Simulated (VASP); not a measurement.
# HgTe (Cmcm) in VASP: notebook

HgTe is run at these levels: PBEsol; tasks: single point.

Program: VASP 6.6.1. These are calculated values, not measurements. Logs are shortened: lines on timing, memory, paths and dates and some standing lists are left out, and cuts for length are marked.

### 1 The cell of the first run

The typed cell holds 4 atoms: a = 4.242 Å, b = 4.242 Å, c = 6.159 Å, α = 90.00°, β = 90.00°, γ = 90.01°.

### 2 Single point, PBEsol (strain +0.000 along x and y, +0.025 along z)

The input, INCAR:

```
PREC = Accurate ; ENCUT = 520
EDIFF = 1E-6 ; ISMEAR = 0
SIGMA = 0.15 ; LREAL = F
LASPH = T ; NELM = 60
ALGO = Normal ; ISIF = 2
LWAVE = F ; LCHARG = F
GGA = PS ; NBANDS = 26
```

The input, KPOINTS:

```
Automatic mesh
0
Gamma
  12 12 8
```

The input, POSCAR:

```
HgTe
1.0
    2.9995453784     -3.0001352822      0.0000000000
    2.9995453784      3.0001352822      0.0000000000
    0.0000000000      0.0000000000      6.1588868948
Hg Te
2 2
Direct
    0.2498182349      0.7501817651      0.7500000000
    0.7501817651      0.2498182349      0.2500000000
    0.7498667075      0.2501332925      0.7500000000
    0.2501332925      0.7498667075      0.2500000000
```

Potentials or basis: VASP PAW PBE potentials, release 64 (Hg, Te).

Launch:

```
> cat potpaw_PBE.64/Hg/POTCAR potpaw_PBE.64/Te/POTCAR > POTCAR
> mpirun -np 1 vasp_std > vasp.out
```

OUTCAR:

```text
PREC = Accurate
   ENCUT = 520
   EDIFF = 1E-6
   ISMEAR = 0
   LREAL = F
   LASPH = T
   NELM = 60
   ISIF = 2
   GGA = PS

 ion  position               nearest neighbor table
   1  0.250  0.750  0.750-   3 3.00   3 3.00   3 3.00   3 3.00   4 3.08   4 3.08
   2  0.750  0.250  0.250-   4 3.00   4 3.00   4 3.00   4 3.00   3 3.08   3 3.08
   3  0.750  0.250  0.750-   1 3.00   1 3.00   1 3.00   1 3.00   2 3.08   2 3.08
   4  0.250  0.750  0.250-   2 3.00   2 3.00   2 3.00   2 3.00   1 3.08   1 3.08

  LATTYP: Found a base centered orthorhombic cell.
 ALAT       =     5.9990907568
 B/A-ratio  =     1.0001966644
 C/A-ratio  =     1.0266367262

  Lattice vectors:

 A1 = (   2.9995453784,  -3.0001352822,   0.0000000000)
 A2 = (   2.9995453784,   3.0001352822,   0.0000000000)
 A3 = (   0.0000000000,   0.0000000000,   6.1588868948)

Analysis of symmetry for initial positions (statically):
=====================================================================
 Subroutine PRICEL returns:
 Original cell was already a primitive cell.

 Routine SETGRP: Setting up the symmetry group for a
 base centered orthorhombic supercell.

 Subroutine GETGRP returns: Found  8 space group operations
 (whereof  4 operations were pure point group operations)
 out of a pool of  8 trial point group operations.

The static configuration has the point symmetry C_2h.
 The point group associated with its full space group is D_2h.

Analysis of symmetry for dynamics (positions and initial velocities):
=====================================================================
 Subroutine PRICEL returns:
 Original cell was already a primitive cell.

 Routine SETGRP: Setting up the symmetry group for a
 base centered orthorhombic supercell.

 Subroutine GETGRP returns: Found  8 space group operations
 (whereof  4 operations were pure point group operations)
 out of a pool of  8 trial point group operations.

The dynamic configuration has the point symmetry C_2h.
 The point group associated with its full space group is D_2h.

 Subroutine INISYM returns: Found  8 space group operations
 (whereof  4 operations are pure point group operations),
 and found     1 'primitive' translations

----------------------------------------------------------------------------------------

                                     Primitive cell

  volume of cell :     110.8482

  direct lattice vectors                    reciprocal lattice vectors
     2.999545378 -3.000135282  0.000000000     0.166691927 -0.166659151  0.000000000
     2.999545378  3.000135282  0.000000000     0.166691927  0.166659151  0.000000000
     0.000000000  0.000000000  6.158886895     0.000000000  0.000000000  0.162367002

  length of vectors
     4.242414901  4.242414901  6.158886895     0.235714809  0.235714809  0.162367002

  position of ions in fractional coordinates (direct lattice)
     0.249818235  0.750181765  0.750000000
     0.750181765  0.249818235  0.250000000
     0.749866707  0.250133293  0.750000000
     0.250133293  0.749866707  0.250000000

  ion indices of the primitive-cell ions
   primitive index   ion index
                 1           1
                 2           2
                 3           3
                 4           4

----------------------------------------------------------------------------------------

 KPOINTS: Automatic mesh

Automatic generation of k-mesh.
 Grid dimensions read from file:
 generate k-points for:   12   12    8

 Generating k-lattice:

  Cartesian coordinates                     Fractional coordinates (reciprocal lattice)
     0.013890994 -0.013888263  0.000000000     0.083333333 -0.000000000  0.000000000
     0.013890994  0.013888263  0.000000000    -0.000000000  0.083333333  0.000000000
     0.000000000  0.000000000  0.020295875     0.000000000  0.000000000  0.125000000

  Length of vectors
     0.019642901  0.019642901  0.020295875

  Shift w.r.t. Gamma in fractional coordinates (k-lattice)
     0.000000000  0.000000000  0.000000000

 Subroutine IBZKPT returns following result:
 ===========================================

 Found    215 irreducible k-points:

 Following reciprocal coordinates:
            Coordinates               Weight
  0.000000  0.000000  0.000000      1.000000
  0.083333  0.000000  0.000000      4.000000
  0.166667  0.000000  0.000000      4.000000
  0.250000  0.000000  0.000000      4.000000
  0.333333  0.000000  0.000000      4.000000
  0.416667  0.000000  0.000000      4.000000
[... 16 lines left out ...]
  0.500000  0.166667  0.000000      4.000000
 -0.416667  0.166667  0.000000      4.000000
 [... further k-points ...]
   k-points           NKPTS =    215   k-points in BZ     NKDIM =    215   number of bands    NBANDS=     26
   number of dos      NEDOS =    301   number of ions     NIONS =      4
   total plane-waves  NPLWV =  49152
   dimension x,y,z NGX =    32 NGY =   32 NGZ =   48
   dimension x,y,z NGXF=    64 NGYF=   64 NGZF=   96
   ions per type =               2   2
   NGX,Y,Z   is equivalent  to a cutoff of  12.54, 12.54, 12.96 a.u.
   NGXF,Y,Z  is equivalent  to a cutoff of  25.08, 25.08, 25.91 a.u.
 SYSTEM =  unknown system
   PREC   = accura    normal or accurate (medium, high low for compatibility)
   ISTART =      0    job   : 0-new  1-cont  2-samecut
   ICHARG =      2    charge: 1-file 2-atom 10-const
   ISPIN  =      1    spin polarized calculation?
   LNONCOLLINEAR =      F non collinear calculations
   LSORBIT =      F    spin-orbit coupling
   LASPH  =      T    aspherical Exc in radial PAW
   ENCUT  =  520.0 eV  38.22 Ry    6.18 a.u.   7.89  7.89 11.45*2*pi/ulx,y,z
   NELM   =     60;   NELMIN=  2; NELMDL= -5     # of ELM steps
   EDIFF  = 0.1E-05   stopping-criterion for ELM
   LREAL  =      F    real-space projection
   EDIFFG = 0.1E-04   stopping-criterion for IOM
   NSW    =      0    number of steps for IOM
   IBRION =     -1    ionic relax: 0-MD 1-quasi-New 2-CG
   NFREE  =      0    steps in history (QN), initial steepest desc. (CG)
   ISIF   =      2    stress and relaxation
   ISYM   =      2    0-nonsym 1-usesym 2-fastsym
   POTIM  = 0.5000    time-step for ionic-motion
   TEBEG  =    0.0;   TEEND  =   0.0 temperature during run
   PSTRESS=    0.0 pullay stress
   NELECT =      36.0000    total number of electrons
   NUPDOWN=      -1.0000    fix difference up-down
   EMIN   =  10.00;   EMAX   =-10.00  energy-range for DOS
   EFERMI =   0.00;   METHOD = LEGACY
   ISMEAR =     0;   SIGMA  =   0.15  broadening in eV -4-tet -1-fermi 0-gaus
   EFERMI_NEDOS =   21; number of points for ismear=-14 and -15
   IALGO  =     38    algorithm
   IMIX   =      4    mixing-type and parameters
     AMIX     =   0.40;   BMIX     =  1.00
     AMIX_MAG =   1.60;   BMIX_MAG =  1.00
  volume/ion in A,a.u.               =      27.71       187.01
  Fermi-wavevector in a.u.,A,eV,Ry     =   1.125294  2.126498 17.228888  1.266288
  Thomas-Fermi vector in A             =   2.261971
   LORBIT       =      0    0 simple, 1 ext, 2 COOP (PROOUT), +10 PAW based schemes
   GGA     = PS    functional components
   LHFCALC =     F    Hartree Fock is set to
   AEXX    =    0.0000 exact exchange contribution
   IVDW    =     0    specifies the selected vdW correction
   LEPSILON=     F    determine dielectric tensor
   LRPA    =     F    only Hartree local field effects (RPA)
 non-spin polarized calculation
 Gauss-broadening in eV      SIGMA  =   0.15
  energy-cutoff  :      520.00
  volume of cell :      110.85
 maximum number of plane-waves:      3016
   NGX = 15   NGY = 15   NGZ = 23

 number of electron      36.0000009 magnetization

 Free energy of the ion-electron system (eV)
  ---------------------------------------------------
  ext. energy  EPLUGINS =         0.00000000
  ---------------------------------------------------
  free energy    TOTEN  =        -8.40261609 eV

  energy without entropy =       -8.37237685  energy(sigma->0) =       -8.38749647

 E-fermi :   4.4775     XC(G=0): -10.1547

 val. band max:        4.4772930735   @ k =  -0.4167   0.0833   0.0000
 cond. band min:       4.4780453874   @ k =   0.4167   0.0833   0.0000
 fundamental gap:      0.0007523139
 Fermi energy:         4.4774809239

 k-point     1 :       0.0000    0.0000    0.0000
  band No.  band energies     occupation
      1      -7.7332      2.00000
      2      -6.6881      2.00000
      3      -2.3877      2.00000
      4      -2.2907      2.00000
      5      -2.2468      2.00000
      6      -2.2443      2.00000
[... 18 lines left out ...]
     25      12.1489      0.00000
     26      12.5151      0.00000

 k-point     2 :       0.0833    0.0000    0.0000
  band No.  band energies     occupation
      1      -7.6890      2.00000
      2      -6.6630      2.00000
      3      -2.3827      2.00000
      4      -2.3170      2.00000
      5      -2.2588      2.00000
      6      -2.2340      2.00000
[... 18 lines left out ...]
     25      12.1806      0.00000
     26      12.2073      0.00000

 k-point     3 :       0.1667    0.0000    0.0000
  band No.  band energies     occupation
      1      -7.5597      2.00000
      2      -6.5952      2.00000
      3      -2.3868      2.00000
      4      -2.3758      2.00000
      5      -2.3219      2.00000
      6      -2.3028      2.00000
[... 18 lines left out ...]
     25      12.2778      0.00000
     26      12.4514      0.00000

 k-point     4 :       0.2500    0.0000    0.0000
  band No.  band energies     occupation
      1      -7.3564      2.00000
      2      -6.5091      2.00000
      3      -2.4770      2.00000
      4      -2.4344      2.00000
      5      -2.3966      2.00000
      6      -2.3827      2.00000
[... 18 lines left out ...]
     25      11.6388      0.00000
     26      12.4684      0.00000
[... 496 lines left out ...]
      1      -6.7919      2.00000
      2      -6.4874      2.00000
      3      -2.6070      2.00000
      4      -2.5659      2.00000
      5      -2.3969      2.00000
      6      -2.3779      2.00000
[... 18 lines left out ...]
     25      11.3170      0.00000
     26      11.8782      0.00000

 k-point    23 :       0.5000    0.1667    0.0000
  band No.  band energies     occupation
      1      -6.6046      2.00000
      2      -6.6038      2.00000
      3      -2.5263      2.00000
      4      -2.5259      2.00000
      5      -2.4763      2.00000
      6      -2.4760      2.00000
[... 18 lines left out ...]
     25      11.6389      0.00000
     26      11.6417      0.00000

 k-point    24 :      -0.4167    0.1667    0.0000
  band No.  band energies     occupation
      1      -6.7924      2.00000
      2      -6.4873      2.00000
      3      -2.6060      2.00000
      4      -2.5649      2.00000
      5      -2.3973      2.00000
      6      -2.3781      2.00000
[... 18 lines left out ...]
     25      11.3172      0.00000
     26      11.8811      0.00000

 [... further k-points ...]

------------------------ aborting loop because EDIFF is reached ----------------------------------------

  FORCE on cell =-STRESS in cart. coord.  units (eV):
  Direction    XX          YY          ZZ          XY          YZ          ZX
  --------------------------------------------------------------------------------------
  -------------------------------------------------------------------------------------
  Total       -0.4375931     -0.4457797     -1.2383629      0.0000000     -0.0000000      0.0000000
  in kB       -6.3248832     -6.4432118    -17.8990512      0.0000000     -0.0000000      0.0000000
  external PRESSURE =     -10.2223821 kB  Pullay stress =       0.0000000 kB

 VOLUME and BASIS-vectors are now :
 -----------------------------------------------------------------------------
  energy-cutoff  :      520.00
  volume of cell :      110.85
      direct lattice vectors                 reciprocal lattice vectors
     2.999545378 -3.000135282  0.000000000     0.166691927 -0.166659151  0.000000000
     2.999545378  3.000135282  0.000000000     0.166691927  0.166659151  0.000000000
     0.000000000  0.000000000  6.158886895     0.000000000  0.000000000  0.162367002

 POSITION                                       TOTAL-FORCE (eV/Angst)
 -----------------------------------------------------------------------------------
      2.99955      1.50116      4.61917         0.000000     -0.000695      0.000000
      2.99955     -1.50116      1.53972         0.000000      0.000695     -0.000000
      2.99955     -1.49927      4.61917         0.000000     -0.000310      0.000000
      2.99955      1.49927      1.53972         0.000000      0.000310      0.000000
 -----------------------------------------------------------------------------------
    total drift:                                0.000000      0.000000     -0.000000

  FREE ENERGIE OF THE ION-ELECTRON SYSTEM (eV)
  ---------------------------------------------------
  free  energy   TOTEN  =        -8.4026160932 eV

  energy  without entropy=       -8.3723768496  energy(sigma->0) =       -8.38749647
```

Run time: 10 min. Hardware: 1 thread of Intel Xeon 8259CL, shared host; peak memory 0.62 GiB.

Results:

```
Free energy            : -8.4026 eV
Pressure               : -1.0 GPa
Band gap on the k mesh : zero (bands 18 and 19 overlap by 2.66 eV)
```

Caveat: the cell differs from its parent crystal (strain +0.000 along x and y, +0.025 along z); the PAW data sets were made with another functional, which shifts forces and pressure a little; spin-orbit coupling is left out, which moves the levels of the heavy elements.

### 3 Single point, PBEsol (strain +0.000 along x and y, +0.050 along z)

The input, INCAR:

```
PREC = Accurate ; ENCUT = 520
EDIFF = 1E-6 ; ISMEAR = 0
SIGMA = 0.15 ; LREAL = False
LASPH = True ; NELM = 100
ALGO = Normal ; ISIF = 2
LWAVE = False ; LCHARG = False
GGA = PS ; NBANDS = 26
```

The input, KPOINTS:

```
regular mesh
0
Gamma
  12 12 8
```

Edit POSCAR of step 2 so:

```diff
@@ -4,3 +4,3 @@
     2.9995453784      3.0001352822      0.0000000000
-    0.0000000000      0.0000000000      6.1588868948
+    0.0000000000      0.0000000000      6.3091036484
 Hg Te
```

Potentials or basis: VASP PAW PBE potentials, release 64 (Hg, Te).

Launch:

```
> cat potpaw_PBE.64/Hg/POTCAR potpaw_PBE.64/Te/POTCAR > POTCAR
> mpirun -np 1 vasp_std > vasp.out
```

Wall time 6.5 min (1 thread of Intel Xeon 8259CL, shared host); peak memory 0.63 GiB.

The run converged. Its results:

```yaml
Free_energy: -8.3615 eV
Pressure: -2.0 GPa
Band_gap_on_the_k_mesh: zero (bands 18 and 19 overlap by 2.52 eV)
```

Stress tensor (GPa, compression positive):
```
-1.49  0.00  0.00
 0.00 -1.51  0.00
 0.00  0.00 -3.04
```

Levels at points of the mesh, in eV from the Fermi level:
```
           k point  band 14  band 15  band 16  band 17  band 18  band 19  band 20  band 21  band 22  band 23
(0.00, 0.00, 0.00)    -2.53    -2.15    -2.14    -0.97    -0.79    -0.79    -0.45     4.96     7.01     7.50
(0.50, 0.00, 0.00)    -4.86    -2.21    -2.21     0.31     0.31     2.49     2.49     4.31     4.31     4.75
(0.50, 0.50, 0.00)    -4.29    -2.85    -2.85    -2.56    -2.56    -2.05    -2.04     4.73     4.73     8.41
(0.00, 0.00, 0.50)    -3.09    -1.46    -1.46    -1.46    -1.46     0.44     0.44     5.40     5.40     5.63
(0.50, 0.00, 0.50)    -5.48     0.14     0.14     0.47     0.47     2.54     2.54     3.75     3.75     3.82
(0.50, 0.50, 0.50)    -4.14    -3.44    -3.44    -3.44    -3.44     1.33     1.33     4.47     4.47     6.63
```

Caveat: the cell differs from its parent crystal (strain +0.000 along x and y, +0.050 along z); the PAW data sets were made with another functional, which shifts forces and pressure a little; spin-orbit coupling is left out, which moves the levels of the heavy elements.
